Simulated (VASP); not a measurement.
# K (Im-3m) in VASP: notebook

Runs on K. Level: PBEsol. Tasks: single point, relaxation of volume and atoms at fixed shape.

All numbers are computed with VASP 6.6.1; they aren't measurements. Logs are shortened: lines on timing, memory, paths and dates and some standing lists are left out, and cuts for length are marked.

## (1) The cell of the first run

Symmetry: Im-3m, No. 229, cubic system. Conventional cell: a = 5.225 Å, b = 5.225 Å, c = 5.225 Å, α = 90.00°, β = 90.00°, γ = 90.00°.

## (2) Single point, PBEsol

INCAR

```
SYSTEM = K
  ALGO = Normal
  EDIFF = 1E-6
  ENCUT = 520
  GGA = PS
  ISIF = 2
  ISMEAR = 1
  LASPH = .True.
  LCHARG = .False.
  LREAL = .False.
  LWAVE = .False.
  NBANDS = 10
  NELM = 80
  PREC = Accurate
  SIGMA = 0.1
```

KPOINTS

```
k-points
0
Gamma
  6 6 6
  0 0 0
```

POSCAR

```
K
1.0
   -2.6125000000      2.6125000000      2.6125000000
    2.6125000000     -2.6125000000      2.6125000000
    2.6125000000      2.6125000000     -2.6125000000
K
1
Direct
    0.0000000000      0.0000000000      0.0000000000
```

Potentials or basis: VASP PAW PBE potentials, release 64 (K_sv).

Run with:

```console
$ cat potpaw_PBE.64/K_sv/POTCAR > POTCAR
$ mpirun -np 1 vasp_std > vasp.out
```

OUTCAR:

```text
SYSTEM = K
   EDIFF = 1E-6
   ENCUT = 520
   GGA = PS
   ISIF = 2
   ISMEAR = 1
   LASPH = .True.
   LREAL = .False.
   NELM = 80
   PREC = Accurate

 ion  position               nearest neighbor table
   1  0.000  0.000  0.000-

  LATTYP: Found a body centered cubic cell.
 ALAT       =     5.2250000000

  Lattice vectors:

 A1 = (  -2.6125000000,   2.6125000000,   2.6125000000)
 A2 = (   2.6125000000,  -2.6125000000,   2.6125000000)
 A3 = (   2.6125000000,   2.6125000000,  -2.6125000000)

Analysis of symmetry for initial positions (statically):
=====================================================================
 Subroutine PRICEL returns:
 Original cell was already a primitive cell.

 Routine SETGRP: Setting up the symmetry group for a
 body centered cubic supercell.

 Subroutine GETGRP returns: Found 48 space group operations
 (whereof 48 operations were pure point group operations)
 out of a pool of 48 trial point group operations.

The static configuration has the point symmetry O_h .

Analysis of symmetry for dynamics (positions and initial velocities):
=====================================================================
 Subroutine PRICEL returns:
 Original cell was already a primitive cell.

 Routine SETGRP: Setting up the symmetry group for a
 body centered cubic supercell.

 Subroutine GETGRP returns: Found 48 space group operations
 (whereof 48 operations were pure point group operations)
 out of a pool of 48 trial point group operations.

The dynamic configuration has the point symmetry O_h .

 Subroutine INISYM returns: Found 48 space group operations
 (whereof 48 operations are pure point group operations),
 and found     1 'primitive' translations

----------------------------------------------------------------------------------------

                                     Primitive cell

  volume of cell :      71.3229

  direct lattice vectors                    reciprocal lattice vectors
    -2.612500000  2.612500000  2.612500000     0.000000000  0.191387560  0.191387560
     2.612500000 -2.612500000  2.612500000     0.191387560  0.000000000  0.191387560
     2.612500000  2.612500000 -2.612500000     0.191387560  0.191387560  0.000000000

  length of vectors
     4.524982735  4.524982735  4.524982735     0.270662883  0.270662883  0.270662883

  position of ions in fractional coordinates (direct lattice)
     0.000000000  0.000000000  0.000000000

  ion indices of the primitive-cell ions
   primitive index   ion index
                 1           1

----------------------------------------------------------------------------------------

 KPOINTS: k-points

Automatic generation of k-mesh.
 Grid dimensions read from file:
 generate k-points for:    6    6    6

 Generating k-lattice:

  Cartesian coordinates                     Fractional coordinates (reciprocal lattice)
     0.000000000  0.031897927  0.031897927     0.166666667  0.000000000  0.000000000
     0.031897927  0.000000000  0.031897927     0.000000000  0.166666667  0.000000000
     0.031897927  0.031897927  0.000000000     0.000000000  0.000000000  0.166666667

  Length of vectors
     0.045110480  0.045110480  0.045110480

  Shift w.r.t. Gamma in fractional coordinates (k-lattice)
     0.000000000  0.000000000  0.000000000

 Subroutine IBZKPT returns following result:
 ===========================================

 Found     16 irreducible k-points:

 Following reciprocal coordinates:
            Coordinates               Weight
  0.000000  0.000000  0.000000      1.000000
  0.166667  0.000000  0.000000     12.000000
  0.333333  0.000000  0.000000     12.000000
  0.500000  0.000000  0.000000      6.000000
  0.166667  0.166667  0.000000     24.000000
  0.333333  0.166667  0.000000     48.000000
[... 8 lines left out ...]
  0.500000  0.500000  0.333333     12.000000
  0.500000  0.500000  0.500000      1.000000
   k-points           NKPTS =     16   k-points in BZ     NKDIM =     16   number of bands    NBANDS=     10
   number of dos      NEDOS =    301   number of ions     NIONS =      1
   total plane-waves  NPLWV =  46656
   dimension x,y,z NGX =    36 NGY =   36 NGZ =   36
   dimension x,y,z NGXF=    72 NGYF=   72 NGZF=   72
   ions per type =               1
   NGX,Y,Z   is equivalent  to a cutoff of  13.23, 13.23, 13.23 a.u.
   NGXF,Y,Z  is equivalent  to a cutoff of  26.45, 26.45, 26.45 a.u.
 SYSTEM =  K
   PREC   = accura    normal or accurate (medium, high low for compatibility)
   ISTART =      0    job   : 0-new  1-cont  2-samecut
   ICHARG =      2    charge: 1-file 2-atom 10-const
   ISPIN  =      1    spin polarized calculation?
   LNONCOLLINEAR =      F non collinear calculations
   LSORBIT =      F    spin-orbit coupling
   LASPH  =      T    aspherical Exc in radial PAW
   ENCUT  =  520.0 eV  38.22 Ry    6.18 a.u.   8.41  8.41  8.41*2*pi/ulx,y,z
   NELM   =     80;   NELMIN=  2; NELMDL= -5     # of ELM steps
   EDIFF  = 0.1E-05   stopping-criterion for ELM
   LREAL  =      F    real-space projection
[... 7 lines left out ...]
   TEBEG  =    0.0;   TEEND  =   0.0 temperature during run
   PSTRESS=    0.0 pullay stress
   NELECT =       9.0000    total number of electrons
   NUPDOWN=      -1.0000    fix difference up-down
   EMIN   =  10.00;   EMAX   =-10.00  energy-range for DOS
   EFERMI =   0.00;   METHOD = LEGACY
   ISMEAR =     1;   SIGMA  =   0.10  broadening in eV -4-tet -1-fermi 0-gaus
   EFERMI_NEDOS =   21; number of points for ismear=-14 and -15
   IALGO  =     38    algorithm
   IMIX   =      4    mixing-type and parameters
     AMIX     =   0.40;   BMIX     =  1.00
     AMIX_MAG =   1.60;   BMIX_MAG =  1.00
  volume/ion in A,a.u.               =      71.32       481.31
  Fermi-wavevector in a.u.,A,eV,Ry     =   0.821131  1.551714  9.173822  0.674257
  Thomas-Fermi vector in A             =   1.932236
   LORBIT       =      0    0 simple, 1 ext, 2 COOP (PROOUT), +10 PAW based schemes
   GGA     = PS    functional components
   LHFCALC =     F    Hartree Fock is set to
   AEXX    =    0.0000 exact exchange contribution
   IVDW    =     0    specifies the selected vdW correction
   LEPSILON=     F    determine dielectric tensor
   LRPA    =     F    only Hartree local field effects (RPA)
 non-spin polarized calculation
 Methfessel and Paxton  Order N= 1 SIGMA  =   0.10
  energy-cutoff  :      520.00
  volume of cell :       71.32
 maximum number of plane-waves:      1961
 NGX is ok and might be reduce to    36
   NGX = 17   NGY = 17   NGZ = 17

 number of electron       9.0000000 magnetization

 Free energy of the ion-electron system (eV)
  ---------------------------------------------------
  ext. energy  EPLUGINS =         0.00000000
  ---------------------------------------------------
  free energy    TOTEN  =        -1.11234666 eV

  energy without entropy =       -1.10619644  energy(sigma->0) =       -1.11029658

 E-fermi :  -0.0764     XC(G=0):  -5.7733

 val. band max:       -0.3497595837   @ k =   0.1667   0.1667   0.1667
 cond. band min:      -0.0689573174   @ k =   0.3333   0.1667   0.0000
 fundamental gap:      0.2808022663
 Fermi energy:        -0.0763656494

 k-point     1 :       0.0000    0.0000    0.0000
  band No.  band energies     occupation
      1     -32.0732      2.00000
      2     -15.5809      2.00000
      3     -15.5809      2.00000
      4     -15.5809      2.00000
      5      -2.3030      2.00000
      6       4.2252      0.00000
      7       4.2252      0.00000
      8       4.2252      0.00000
      9       5.1659      0.00000
     10       5.1659      0.00000

 k-point     2 :       0.1667    0.0000    0.0000
  band No.  band energies     occupation
      1     -32.0720      2.00000
      2     -15.6003      2.00000
      3     -15.5873      2.00000
      4     -15.5809      2.00000
      5      -1.9526      2.00000
      6       3.5882      0.00000
      7       3.8388      0.00000
      8       4.5096      0.00000
      9       4.9131      0.00000
     10       5.1066      0.00000

 k-point     3 :       0.3333    0.0000    0.0000
  band No.  band energies     occupation
      1     -32.0696      2.00000
      2     -15.6386      2.00000
      3     -15.6002      2.00000
      4     -15.5808      2.00000
      5      -0.9672      2.00000
      6       2.0715      0.00000
      7       3.2892      0.00000
      8       5.0085      0.00000
      9       5.2283      0.00000
     10       5.3291      0.00000

 k-point     4 :       0.5000    0.0000    0.0000
  band No.  band energies     occupation
      1     -32.0684      2.00000
      2     -15.6574      2.00000
      3     -15.6066      2.00000
      4     -15.5808      2.00000
      5       0.3421     -0.00000
      6       0.6013     -0.00000
      7       3.0730      0.00000
      8       4.8406      0.00000
      9       5.7050      0.00000
     10       5.9424      0.00000
[... 118 lines left out ...]
 k-point    14 :      -0.3333    0.3333    0.3333
  band No.  band energies     occupation
      1     -32.0665      2.00000
      2     -15.6313      2.00000
      3     -15.6216      2.00000
      4     -15.6216      2.00000
      5       0.1928     -0.00094
      6       2.1093      0.00000
      7       3.3719      0.00000
      8       3.3719      0.00000
      9       4.0126      0.00000
     10       5.6593      0.00000

 k-point    15 :       0.5000    0.5000    0.3333
  band No.  band energies     occupation
      1     -32.0655      2.00000
      2     -15.6414      2.00000
      3     -15.6287      2.00000
      4     -15.6224      2.00000
      5       1.1893     -0.00000
      6       1.4133     -0.00000
      7       2.9674      0.00000
      8       3.3582      0.00000
      9       4.1483      0.00000
     10       6.2780      0.00000

 k-point    16 :       0.5000    0.5000    0.5000
  band No.  band energies     occupation
      1     -32.0646      2.00000
      2     -15.6360      2.00000
      3     -15.6360      2.00000
      4     -15.6360      2.00000
      5       1.5598     -0.00000
      6       1.5598     -0.00000
      7       3.4492      0.00000
      8       3.4492      0.00000
      9       3.4492      0.00000
     10       5.6201      0.00000

------------------------ aborting loop because EDIFF is reached ----------------------------------------

  FORCE on cell =-STRESS in cart. coord.  units (eV):
  Direction    XX          YY          ZZ          XY          YZ          ZX
  --------------------------------------------------------------------------------------
  -------------------------------------------------------------------------------------
  Total       -0.0011859     -0.0011859     -0.0011859      0.0000000     -0.0000000      0.0000000
  in kB       -0.0266400     -0.0266400     -0.0266400      0.0000000     -0.0000000      0.0000000
  external PRESSURE =      -0.0266400 kB  Pullay stress =       0.0000000 kB

 VOLUME and BASIS-vectors are now :
 -----------------------------------------------------------------------------
  energy-cutoff  :      520.00
  volume of cell :       71.32
      direct lattice vectors                 reciprocal lattice vectors
    -2.612500000  2.612500000  2.612500000     0.000000000  0.191387560  0.191387560
     2.612500000 -2.612500000  2.612500000     0.191387560  0.000000000  0.191387560
     2.612500000  2.612500000 -2.612500000     0.191387560  0.191387560  0.000000000

 POSITION                                       TOTAL-FORCE (eV/Angst)
 -----------------------------------------------------------------------------------
      0.00000      0.00000      0.00000        -0.000000     -0.000000      0.000000
 -----------------------------------------------------------------------------------
    total drift:                               -0.000000      0.000000      0.000000

  FREE ENERGIE OF THE ION-ELECTRON SYSTEM (eV)
  ---------------------------------------------------
  free  energy   TOTEN  =        -1.1123466579 eV

  energy  without entropy=       -1.1061964388  energy(sigma->0) =       -1.11029658
```

It took 10 s on 1 thread of Intel Xeon Platinum 8488C (Sapphire Rapids), shared host; peak memory 0.19 GiB.

Results:

| Item | Value |
| --- | --- |
| Free energy | -1.1123 eV |
| Pressure | 0.0 GPa |
| Band gap on the k mesh | zero (an odd number of electrons rules out a gap without spin polarisation) |

Caveat: the PAW data sets were made with another functional, which shifts forces and pressure a little.

## (3) Relaxation of volume and atoms at fixed shape, PBEsol

INCAR

```
SYSTEM = K
PREC = Accurate
ENCUT = 600
EDIFF = 1E-6
ISMEAR = 1
SIGMA = 0.1
LREAL = .FALSE.
LASPH = .TRUE.
NELM = 80
ALGO = Normal
ISIF = 8
LWAVE = .FALSE.
LCHARG = .FALSE.
GGA = PS
IBRION = 2
NSW = 80
EDIFFG = -0.02
```

KPOINTS

```
Automatic mesh
0
G
  6 6 6
  0 0 0
```

POSCAR is that of step 2.

Potentials or basis: VASP PAW PBE potentials, release 64 (K_sv).

Run with:

```console
$ cat potpaw_PBE.64/K_sv/POTCAR > POTCAR
$ mpirun -np 1 vasp_std > vasp.out
```

It took 8 s on 1 thread of Intel Xeon Platinum 8488C (Sapphire Rapids), shared host; peak memory 0.2 GiB.

It converged, with:

```yaml
Free_energy: -1.1124 eV
Pressure_after_relaxing: 0.0 GPa
Band_gap_on_the_k_mesh: zero (an odd number of electrons rules out a gap without spin polarisation)
```

Final structure:
```xyz
1
Lattice="-2.6125 2.6125 2.6125 2.6125 -2.6125 2.6125 2.6125 2.6125 -2.6125" Properties=species:S:1:pos:R:3 pbc="T T T"
K     0.0000    0.0000    0.0000
```

Levels at points of the mesh, in eV from the Fermi level:
```csv
k point,band 2,band 3,band 4,band 5,band 6,band 7
"(0.00, 0.00, 0.00)",-15.50,-15.50,-15.50,-2.23,4.30,4.30
"(0.50, 0.00, 0.00)",-15.58,-15.53,-15.50,0.42,0.68,3.15
"(0.50, 0.50, 0.50)",-15.56,-15.56,-15.56,1.64,1.64,3.53
```

Caveat: the PAW data sets were made with another functional, which shifts forces and pressure a little.

The gap in the log of VASP goes by the Fermi energy; the results here count the filled bands.